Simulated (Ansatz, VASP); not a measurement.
This is a calculation of Ga3Sb for Ansatz 0.2.0.

File input.yaml:

```yaml
crystal:
  lattice:
    - [-2.1147295119, 2.1147295119, 4.6633039972]
    - [2.1147295119, -2.1147295119, 4.6633039972]
    - [2.1147295119, 2.1147295119, -4.6633039972]
  atoms:
    - { symbol: Sb, position: [0.0, 0.0, 0.0] }
    - { symbol: Ga, position: [0.5, 0.5, 0.0] }
    - { symbol: Ga, position: [0.25, 0.75, 0.5] }
    - { symbol: Ga, position: [0.75, 0.25, 0.5] }
hamiltonian:
  xc: pbe
  pseudopotentials: { kind: paw }
kpoints:
  mp_grid: { grid: [9, 9, 9] }
scf:
  occupations: { method: fermi_dirac, width: 0.05 }
output:
  forces: true
  stress: true
  eigenvalues: true
```

Potentials or basis: Ansatz PAW.

Run with:

```sh
$ ansatz run input.yaml --threads 2 --pin off --max-ram 5120MiB --backend cpu --events-out ev --progress --plain --runs-dir out
```

Set up the same calculation for VASP 6.6.1. Potentials there: VASP PAW PBE potentials, release 64 (Sb, Ga_d).

As run (the cutoff follows the program's own potentials):

INCAR

```
SYSTEM = Ga3Sb
PREC = Accurate
ENCUT = 520
EDIFF = 1E-6
ISMEAR = -1
SIGMA = 0.05
LREAL = .FALSE.
LASPH = .TRUE.
NELM = 60
ALGO = Fast
ISIF = 2
LWAVE = .FALSE.
LCHARG = .FALSE.
GGA = PE
NBANDS = 30
```

KPOINTS

```
Automatic mesh
0
G
  9 9 9
  0 0 0
```

The input POSCAR:

```
Ga3Sb
1.0
   -2.1147295119      2.1147295119      4.6633039972
    2.1147295119     -2.1147295119      4.6633039972
    2.1147295119      2.1147295119     -4.6633039972
Sb Ga
1 3
Direct
    0.0000000000      0.0000000000      0.0000000000
    0.5000000000      0.5000000000      0.0000000000
    0.2500000000      0.7500000000      0.5000000000
    0.7500000000      0.2500000000      0.5000000000
```

Potentials or basis: VASP PAW PBE potentials, release 64 (Sb, Ga_d).

Command:

```sh
$ cat potpaw_PBE.64/Sb/POTCAR potpaw_PBE.64/Ga_d/POTCAR > POTCAR
$ mpirun -np 1 vasp_std > vasp.out
```

Both were run:

|  | VASP | Ansatz | Ansatz less VASP |
| --- | --- | --- | --- |
| gap on the k mesh at the Fermi level (eV) | none | none | - |
| pressure (GPa) | 2.6 | 2.5 | -0.03 |
| traceless stress, the component that is largest in VASP (GPa) | 0.86 | 0.87 | +0.007 |

A gap of «none» marks a metal or a gap that the smearing closes. The functional is the same, so the differences come from potentials, cutoffs and numerics. VASP's potentials hold 44 valence electrons a cell and Ansatz's 54, so a difference there can come from the potentials and not from the codes.

Neither program's run includes spin-orbit coupling.
